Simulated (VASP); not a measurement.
# Ti2Cl (P6/mmm) in VASP: a series of runs

Ti2Cl is run at these levels: PBE; tasks: single point, relaxation of cell and atoms.

Everything below comes from runs of VASP 6.6.1. Logs are shortened: lines on timing, memory, paths and dates and some standing lists are left out, and cuts for length are marked.

**1. The cell of the first run**

The structure is hexagonal, space group P6/mmm (No. 191). Conventional cell: a = 4.641 Å, b = 4.641 Å, c = 2.864 Å, α = 90.00°, β = 90.00°, γ = 120.00°. Within 3.5 Å of Ti (site symmetry -6m2) lie 5 Ti at 2.68 to 2.86 Å and 3 Cl at 2.68 Å. Within 3.5 Å of Cl (site symmetry 6/mmm) lie 6 Ti at 2.68 Å and 2 Cl at 2.86 Å.

The cell was built from a structure type or drawn by symmetry, and may not be a known phase.

**2. Single point, PBE**

The input, INCAR:

```
SYSTEM = Ti2Cl
PREC = Accurate ; ENCUT = 520
EDIFF = 1E-6 ; ISMEAR = 0
SIGMA = 0.1 ; LREAL = .False.
LASPH = .True. ; NELM = 80
ALGO = Normal ; ISIF = 2
LWAVE = .False. ; LCHARG = .False.
GGA = PE ; NBANDS = 22
```

The input, KPOINTS:

```
Automatic mesh
0
Gamma
  6 6 6
  0 0 0
```

The input, POSCAR:

```
Ti2Cl
1.0
    4.6408973190      0.0000000000      0.0000000000
   -2.3204486595      4.0191349746      0.0000000000
    0.0000000000      0.0000000000      2.8636864311
Ti Cl
2 1
Direct
    0.3333333333      0.6666666667      0.0000000000
    0.6666666667      0.3333333333      0.0000000000
    0.0000000000      0.0000000000      0.0000000000
```

Potentials or basis: VASP PAW PBE potentials, release 64 (Ti_sv, Cl).

Launch:

```console
$ cat potpaw_PBE.64/Ti_sv/POTCAR potpaw_PBE.64/Cl/POTCAR > POTCAR
$ mpirun -np 1 vasp_std > vasp.out
```

OUTCAR:

```text
SYSTEM = Ti2Cl
   PREC = Accurate
   ENCUT = 520
   EDIFF = 1E-6
   ISMEAR = 0
   LREAL = .False.
   LASPH = .True.
   NELM = 80
   ISIF = 2
   GGA = PE

 ion  position               nearest neighbor table
   1  0.333  0.667  0.000-   2 2.68   3 2.68   2 2.68   3 2.68   3 2.68   2 2.68
   2  0.667  0.333  0.000-   1 2.68   3 2.68   1 2.68   3 2.68   3 2.68   1 2.68
   3  0.000  0.000  0.000-   1 2.68   2 2.68   1 2.68   2 2.68   2 2.68   1 2.68

  LATTYP: Found a hexagonal cell.
 ALAT       =     4.6408973190
 C/A-ratio  =     0.6170544691

  Lattice vectors:

 A1 = (   4.6408973190,   0.0000000000,   0.0000000000)
 A2 = (  -2.3204486595,   4.0191349746,   0.0000000000)
 A3 = (   0.0000000000,   0.0000000000,   2.8636864311)

Analysis of symmetry for initial positions (statically):
=====================================================================
 Subroutine PRICEL returns:
 Original cell was already a primitive cell.

 Routine SETGRP: Setting up the symmetry group for a
 hexagonal supercell.

 Subroutine GETGRP returns: Found 24 space group operations
 (whereof 24 operations were pure point group operations)
 out of a pool of 24 trial point group operations.

The static configuration has the point symmetry D_6h.

Analysis of symmetry for dynamics (positions and initial velocities):
=====================================================================
 Subroutine PRICEL returns:
 Original cell was already a primitive cell.

 Routine SETGRP: Setting up the symmetry group for a
 hexagonal supercell.

 Subroutine GETGRP returns: Found 24 space group operations
 (whereof 24 operations were pure point group operations)
 out of a pool of 24 trial point group operations.

The dynamic configuration has the point symmetry D_6h.

 Subroutine INISYM returns: Found 24 space group operations
 (whereof 24 operations are pure point group operations),
 and found     1 'primitive' translations

----------------------------------------------------------------------------------------

                                     Primitive cell

  volume of cell :      53.4146

  direct lattice vectors                    reciprocal lattice vectors
     4.640897319  0.000000000  0.000000000     0.215475571  0.124404879  0.000000000
    -2.320448659  4.019134975  0.000000000     0.000000000  0.248809758  0.000000000
     0.000000000  0.000000000  2.863686431     0.000000000  0.000000000  0.349200244

  length of vectors
     4.640897319  4.640897319  2.863686431     0.248809758  0.248809758  0.349200244

  position of ions in fractional coordinates (direct lattice)
     0.333333333  0.666666667  0.000000000
     0.666666667  0.333333333  0.000000000
     0.000000000  0.000000000  0.000000000

  ion indices of the primitive-cell ions
   primitive index   ion index
                 1           1
                 2           2
                 3           3

----------------------------------------------------------------------------------------

 KPOINTS: Automatic mesh

Automatic generation of k-mesh.
 Grid dimensions read from file:
 generate k-points for:    6    6    6

 Generating k-lattice:

  Cartesian coordinates                     Fractional coordinates (reciprocal lattice)
     0.035912595  0.020734146  0.000000000     0.166666667 -0.000000000  0.000000000
     0.000000000  0.041468293  0.000000000     0.000000000  0.166666667  0.000000000
     0.000000000  0.000000000  0.058200041     0.000000000  0.000000000  0.166666667

  Length of vectors
     0.041468293  0.041468293  0.058200041

  Shift w.r.t. Gamma in fractional coordinates (k-lattice)
     0.000000000  0.000000000  0.000000000

 Subroutine IBZKPT returns following result:
 ===========================================

 Found     28 irreducible k-points:

 Following reciprocal coordinates:
            Coordinates               Weight
  0.000000  0.000000  0.000000      1.000000
  0.166667  0.000000  0.000000      6.000000
  0.333333  0.000000  0.000000      6.000000
  0.500000  0.000000  0.000000      3.000000
  0.166667  0.166667  0.000000      6.000000
  0.333333  0.166667  0.000000     12.000000
[... 16 lines left out ...]
  0.166667  0.000000  0.500000      6.000000
  0.333333  0.000000  0.500000      6.000000
 [... further k-points ...]
   k-points           NKPTS =     28   k-points in BZ     NKDIM =     28   number of bands    NBANDS=     22
   number of dos      NEDOS =    301   number of ions     NIONS =      3
   total plane-waves  NPLWV =  31104
   dimension x,y,z NGX =    36 NGY =   36 NGZ =   24
   dimension x,y,z NGXF=    72 NGYF=   72 NGZF=   48
   ions per type =               2   1
   NGX,Y,Z   is equivalent  to a cutoff of  12.90, 12.90, 13.93 a.u.
   NGXF,Y,Z  is equivalent  to a cutoff of  25.79, 25.79, 27.87 a.u.
 SYSTEM =  Ti2Cl
   PREC   = accura    normal or accurate (medium, high low for compatibility)
   ISTART =      0    job   : 0-new  1-cont  2-samecut
   ICHARG =      2    charge: 1-file 2-atom 10-const
   ISPIN  =      1    spin polarized calculation?
   LNONCOLLINEAR =      F non collinear calculations
   LSORBIT =      F    spin-orbit coupling
   LASPH  =      T    aspherical Exc in radial PAW
   ENCUT  =  520.0 eV  38.22 Ry    6.18 a.u.   8.63  8.63  5.32*2*pi/ulx,y,z
   NELM   =     80;   NELMIN=  2; NELMDL= -5     # of ELM steps
   EDIFF  = 0.1E-05   stopping-criterion for ELM
   LREAL  =      F    real-space projection
   EDIFFG = 0.1E-04   stopping-criterion for IOM
   NSW    =      0    number of steps for IOM
   IBRION =     -1    ionic relax: 0-MD 1-quasi-New 2-CG
   NFREE  =      0    steps in history (QN), initial steepest desc. (CG)
   ISIF   =      2    stress and relaxation
   ISYM   =      2    0-nonsym 1-usesym 2-fastsym
   POTIM  = 0.5000    time-step for ionic-motion
   TEBEG  =    0.0;   TEEND  =   0.0 temperature during run
   PSTRESS=    0.0 pullay stress
   NELECT =      31.0000    total number of electrons
   NUPDOWN=      -1.0000    fix difference up-down
   EMIN   =  10.00;   EMAX   =-10.00  energy-range for DOS
   EFERMI =   0.00;   METHOD = LEGACY
   ISMEAR =     0;   SIGMA  =   0.10  broadening in eV -4-tet -1-fermi 0-gaus
   EFERMI_NEDOS =   21; number of points for ismear=-14 and -15
   IALGO  =     38    algorithm
   IMIX   =      4    mixing-type and parameters
     AMIX     =   0.40;   BMIX     =  1.00
     AMIX_MAG =   1.60;   BMIX_MAG =  1.00
  volume/ion in A,a.u.               =      17.80       120.15
  Fermi-wavevector in a.u.,A,eV,Ry     =   1.365554  2.580522 25.371279  1.864736
  Thomas-Fermi vector in A             =   2.491772
   LORBIT       =      0    0 simple, 1 ext, 2 COOP (PROOUT), +10 PAW based schemes
   GGA     = PE    functional components
   LHFCALC =     F    Hartree Fock is set to
   AEXX    =    0.0000 exact exchange contribution
   IVDW    =     0    specifies the selected vdW correction
   LEPSILON=     F    determine dielectric tensor
   LRPA    =     F    only Hartree local field effects (RPA)
 non-spin polarized calculation
 Gauss-broadening in eV      SIGMA  =   0.10
  energy-cutoff  :      520.00
  volume of cell :       53.41
 maximum number of plane-waves:      1452
 NGX is ok and might be reduce to    36
   NGX = 17   NGY = 17   NGZ = 11

 number of electron      30.9999999 magnetization

 Free energy of the ion-electron system (eV)
  ---------------------------------------------------
  ext. energy  EPLUGINS =         0.00000000
  ---------------------------------------------------
  free energy    TOTEN  =       -16.55954279 eV

  energy without entropy =      -16.52907514  energy(sigma->0) =      -16.54430896

 E-fermi :   7.7613     XC(G=0): -10.9837

 val. band max:        7.7611473004   @ k =   0.5000   0.0000   0.3333
 cond. band min:       7.7752752684   @ k =   0.1667   0.0000   0.0000
 fundamental gap:      0.0141279680
 Fermi energy:         7.7613483249

 k-point     1 :       0.0000    0.0000    0.0000
  band No.  band energies     occupation
      1     -49.1144      2.00000
      2     -48.9578      2.00000
      3     -25.5947      2.00000
      4     -25.5947      2.00000
      5     -25.1282      2.00000
      6     -25.1113      2.00000
[... 14 lines left out ...]
     21      10.5552      0.00000
     22      10.7606      0.00000

 k-point     2 :       0.1667    0.0000    0.0000
  band No.  band energies     occupation
      1     -49.1052      2.00000
      2     -48.9672      2.00000
      3     -25.6078      2.00000
      4     -25.5733      2.00000
      5     -25.1358      2.00000
      6     -25.1220      2.00000
[... 14 lines left out ...]
     21      10.2791      0.00000
     22      10.5945      0.00000

 k-point     3 :       0.3333    0.0000    0.0000
  band No.  band energies     occupation
      1     -49.0816      2.00000
      2     -48.9912      2.00000
      3     -25.6320      2.00000
      4     -25.5229      2.00000
      5     -25.1920      2.00000
      6     -25.1058      2.00000
[... 14 lines left out ...]
     21       9.8286      0.00000
     22      10.5113      0.00000

 k-point     4 :       0.5000    0.0000    0.0000
  band No.  band energies     occupation
      1     -49.0626      2.00000
      2     -49.0104      2.00000
      3     -25.6433      2.00000
      4     -25.4911      2.00000
      5     -25.2266      2.00000
      6     -25.0929      2.00000
[... 14 lines left out ...]
     21       9.9208      0.00000
     22      10.3054      0.00000

 k-point     5 :       0.1667    0.1667    0.0000
  band No.  band energies     occupation
      1     -49.0885      2.00000
      2     -48.9842      2.00000
      3     -25.6322      2.00000
      4     -25.5279      2.00000
      5     -25.1838      2.00000
      6     -25.1106      2.00000
[... 14 lines left out ...]
     21      10.4202      0.00000
     22      10.5402      0.00000

 k-point     6 :       0.3333    0.1667    0.0000
  band No.  band energies     occupation
      1     -49.0626      2.00000
      2     -49.0104      2.00000
      3     -25.6571      2.00000
      4     -25.4604      2.00000
      5     -25.2531      2.00000
      6     -25.0929      2.00000
[... 14 lines left out ...]
     21      10.2796      0.00000
     22      10.5342      0.00000

 k-point     7 :       0.3333    0.3333    0.0000
  band No.  band energies     occupation
      1     -49.0365      2.00000
      2     -49.0365      2.00000
      3     -25.6739      2.00000
      4     -25.3558      2.00000
      5     -25.3558      2.00000
      6     -25.0752      2.00000
[... 324 lines left out ...]
      6     -25.3467      2.00000
[... 14 lines left out ...]
     21      10.1019      0.00000
     22      10.7076      0.00000

 k-point    21 :       0.3333    0.3333    0.3333
  band No.  band energies     occupation
      1     -49.0011      2.00000
      2     -49.0011      2.00000
      3     -25.6314      2.00000
      4     -25.3713      2.00000
      5     -25.3713      2.00000
      6     -25.3213      2.00000
[... 14 lines left out ...]
     21       9.9819      0.00000
     22      11.1102      0.00000

 k-point    22 :       0.0000    0.0000    0.5000
  band No.  band energies     occupation
      1     -49.0652      2.00000
      2     -48.9124      2.00000
      3     -25.5432      2.00000
      4     -25.5432      2.00000
      5     -25.5415      2.00000
      6     -25.3919      2.00000
[... 14 lines left out ...]
     21      10.9355      0.00000
     22      10.9355      0.00000

 k-point    23 :       0.1667    0.0000    0.5000
  band No.  band energies     occupation
      1     -49.0563      2.00000
      2     -48.9215      2.00000
      3     -25.5555      2.00000
      4     -25.5326      2.00000
      5     -25.5220      2.00000
      6     -25.4007      2.00000
[... 14 lines left out ...]
     21      10.4360      0.00000
     22      10.6456      0.00000

 k-point    24 :       0.3333    0.0000    0.5000
  band No.  band energies     occupation
      1     -49.0332      2.00000
      2     -48.9450      2.00000
      3     -25.5783      2.00000
      4     -25.5097      2.00000
      5     -25.4719      2.00000
      6     -25.4234      2.00000
[... 14 lines left out ...]
     21      10.2951      0.00000
     22      10.4032      0.00000

 [... further k-points ...]

------------------------ aborting loop because EDIFF is reached ----------------------------------------

  FORCE on cell =-STRESS in cart. coord.  units (eV):
  Direction    XX          YY          ZZ          XY          YZ          ZX
  --------------------------------------------------------------------------------------
  -------------------------------------------------------------------------------------
  Total       -0.0103145     -0.0103145     -0.0414863      0.0000000      0.0000000     -0.0000000
  in kB       -0.3093850     -0.3093850     -1.2443866      0.0000000      0.0000000     -0.0000000
  external PRESSURE =      -0.6210522 kB  Pullay stress =       0.0000000 kB

 VOLUME and BASIS-vectors are now :
 -----------------------------------------------------------------------------
  energy-cutoff  :      520.00
  volume of cell :       53.41
      direct lattice vectors                 reciprocal lattice vectors
     4.640897319  0.000000000  0.000000000     0.215475571  0.124404879  0.000000000
    -2.320448659  4.019134975  0.000000000     0.000000000  0.248809758  0.000000000
     0.000000000  0.000000000  2.863686431     0.000000000  0.000000000  0.349200244

 POSITION                                       TOTAL-FORCE (eV/Angst)
 -----------------------------------------------------------------------------------
     -0.00000      2.67942      0.00000         0.000000      0.000000      0.000000
      2.32045      1.33971      0.00000        -0.000000     -0.000000     -0.000000
      0.00000      0.00000      0.00000        -0.000000      0.000000      0.000000
 -----------------------------------------------------------------------------------
    total drift:                               -0.000000      0.000000      0.000000

  FREE ENERGIE OF THE ION-ELECTRON SYSTEM (eV)
  ---------------------------------------------------
  free  energy   TOTEN  =       -16.5595427879 eV

  energy  without entropy=      -16.5290751373  energy(sigma->0) =      -16.54430896
```

Run time: 53 s. Hardware: 1 thread of Intel Xeon 8259CL, shared host; peak memory 0.19 GiB.

What came out:

* Free energy: -16.5595 eV
* Pressure: -0.1 GPa
* Band gap on the k mesh: zero (an odd number of electrons rules out a gap without spin polarisation)

Caveat: the k points lie up to 0.37 Å⁻¹ apart, too coarse for converged energies and pressures of a metal; an odd number of electrons without spin polarisation forces a metal; a magnetic or distorted state may lie lower.

**3. Single point, PBE, collinear spin**

This run uses another cell than the first one, of 17.99 Å³/atom.

The input, INCAR:

```
SYSTEM = Ti2Cl
PREC     = Accurate       ! precision mode
ENCUT    = 520            ! plane-wave cutoff, eV
EDIFF    = 1E-7           ! SCF threshold, eV
ISMEAR   = 0              ! smearing method
SIGMA    = 0.1            ! smearing width, eV
LREAL    = .FALSE.        ! projectors in reciprocal space
LASPH    = .TRUE.         ! aspherical terms in the spheres
NELM     = 150            ! most SCF steps
ALGO     = Normal         ! electronic algorithm
ISIF     = 2              ! what is computed and relaxed
LWAVE    = .FALSE.        ! write WAVECAR
LCHARG   = .FALSE.        ! write CHGCAR
ISPIN    = 2              ! spin polarisation
MAGMOM   = 1 1 0          ! initial moments
LORBIT   = 11             ! projections on sites
LMAXMIX  = 4              ! l up to which the mixer works
GGA      = PE             ! functional
NBANDS   = 26             ! bands
```

The input, KPOINTS:

```
Automatic mesh
0
G
  6 6 4
  0 0 0
```

The input, POSCAR:

```
Ti2Cl
1.0
    4.6566462444      0.0000000000      0.0000000000
   -2.3283231222      4.0327739441      0.0000000000
    0.0000000000      0.0000000000      2.8732734543
Ti Cl
2 1
Direct
    0.3333333333      0.6666666667      0.0000000000
    0.6666666667      0.3333333333      0.0000000000
    0.0000000000      0.0000000000      0.0000000000
```

Potentials or basis: VASP PAW PBE potentials, release 64 (Ti_sv, Cl).

Launch:

```console
$ cat potpaw_PBE.64/Ti_sv/POTCAR potpaw_PBE.64/Cl/POTCAR > POTCAR
$ mpirun -np 1 vasp_std > vasp.out
```

It took 2.5 min on 1 thread of Intel Xeon 8259CL, shared host; peak memory 0.22 GiB.

The run converged. Its results:

- Free energy: -16.5665 eV
- Pressure: 0.0 GPa
- Net moment: 0.00 μB per cell
- Valence electrons inside the program's atomic spheres: Ti 10.26; Cl 5.07

Levels at points of the mesh, in eV from the Fermi level:
Spin up:
```
           k point  band 13  band 14  band 15  band 16  band 17  band 18  band 19  band 20
(0.00, 0.00, 0.00)    -2.32    -0.53    -0.12    -0.10    -0.10     1.62     1.62     2.69
(0.50, 0.00, 0.00)    -2.00    -1.39    -0.59    -0.47     1.07     1.40     1.55     1.96
(0.00, 0.00, 0.50)    -1.06    -1.06    -0.07     0.69     0.69     0.75     0.75     1.78
(0.50, 0.00, 0.50)    -1.73    -0.80    -0.70    -0.41     0.30     1.44     1.64     2.04
```
Spin down:
| k point | band 13 | band 14 | band 15 | band 16 | band 17 | band 18 | band 19 | band 20 |
| --- | --- | --- | --- | --- | --- | --- | --- | --- |
| (0.00, 0.00, 0.00) | -2.32 | -0.53 | -0.12 | -0.10 | -0.10 | 1.62 | 1.62 | 2.69 |
| (0.50, 0.00, 0.00) | -2.00 | -1.39 | -0.59 | -0.47 | 1.07 | 1.40 | 1.55 | 1.96 |
| (0.00, 0.00, 0.50) | -1.06 | -1.06 | -0.07 | 0.69 | 0.69 | 0.75 | 0.75 | 1.78 |
| (0.50, 0.00, 0.50) | -1.73 | -0.80 | -0.70 | -0.41 | 0.30 | 1.44 | 1.64 | 2.04 |

Caveat: the k points lie up to 0.55 Å⁻¹ apart.

**4. Relaxation of cell and atoms, PBE**

This run uses another cell than the first one, of 17.99 Å³/atom.

The input, INCAR:

```
  PREC = Accurate
  ENCUT = 600
  EDIFF = 1E-7
  ISMEAR = 0
  SIGMA = 0.1
  LREAL = F
  LASPH = T
  NELM = 60
  ALGO = Normal
  ISIF = 3
  LWAVE = F
  LCHARG = F
  GGA = PE
  IBRION = 2
  NSW = 90
  EDIFFG = -0.04
```

The input, KPOINTS:

```
regular mesh
0
Gamma
  6 6 6
```

POSCAR is that of step 3.

Launch:

```console
$ cat potpaw_PBE.64/Ti_sv/POTCAR potpaw_PBE.64/Cl/POTCAR > POTCAR
$ mpirun -np 1 vasp_std > vasp.out
```

Run time: 2.2 min. Hardware: 1 thread of Intel Xeon 8259CL, shared host; peak memory 0.21 GiB.

The run converged. Its results:

```
Free energy                           : -16.5599 eV
Relaxed volume                        : 17.80 Å³/atom
Relaxed cell                          : a = 4.641 Å, b = 4.641 Å, c = 2.863 Å, α = 90.00°, β = 90.00°, γ = 120.00°
Space group after relaxing (to 0.1 Å) : P6/mmm (No. 191)
Energy gained by relaxing             : 0.4 meV/atom
Ionic steps                           : 2
Pressure after relaxing               : 0.0 GPa
Band gap on the k mesh                : zero (an odd number of electrons rules out a gap without spin polarisation)
```

Step by step:
```tsv
step	energy change (eV)	largest force (eV/Å)	pressure (GPa)	volume (Å³)
1	0.0000	0.0000	-0.63	53.96
2	-0.0011	0.0000	0.03	53.40
```

Final structure:
```cif
data_structure
_symmetry_space_group_name_H-M 'P 1'
_symmetry_Int_Tables_number 1
_cell_length_a 4.6414
_cell_length_b 4.6414
_cell_length_c 2.8625
_cell_angle_alpha 90.000
_cell_angle_beta 90.000
_cell_angle_gamma 120.000
_cell_volume 53.40
loop_
_atom_site_label
_atom_site_type_symbol
_atom_site_fract_x
_atom_site_fract_y
_atom_site_fract_z
_atom_site_occupancy
Ti1 Ti 0.33333 0.66667 0.00000 1
Ti2 Ti 0.66667 0.33333 0.00000 1
Cl1 Cl 0.00000 0.00000 0.00000 1
```

Levels at points of the mesh, in eV from the Fermi level:
```
           k point  band 13  band 14  band 15  band 16  band 17  band 18  band 19
(0.00, 0.00, 0.00)    -2.26    -0.46    -0.07    -0.03    -0.03     1.70     1.70
(0.50, 0.00, 0.00)    -1.97    -1.36    -0.54    -0.41     1.16     1.48     1.63
(0.00, 0.00, 0.50)    -1.04    -1.04     0.03     0.73     0.73     0.83     0.83
(0.50, 0.00, 0.50)    -1.72    -0.78    -0.64    -0.37     0.38     1.53     1.72
```

Caveat: the k points lie up to 0.37 Å⁻¹ apart in the final cell, too coarse for converged energies and pressures of a metal; an odd number of electrons without spin polarisation forces a metal; a magnetic or distorted state may lie lower.

(Part 1 of 2 ends here.)
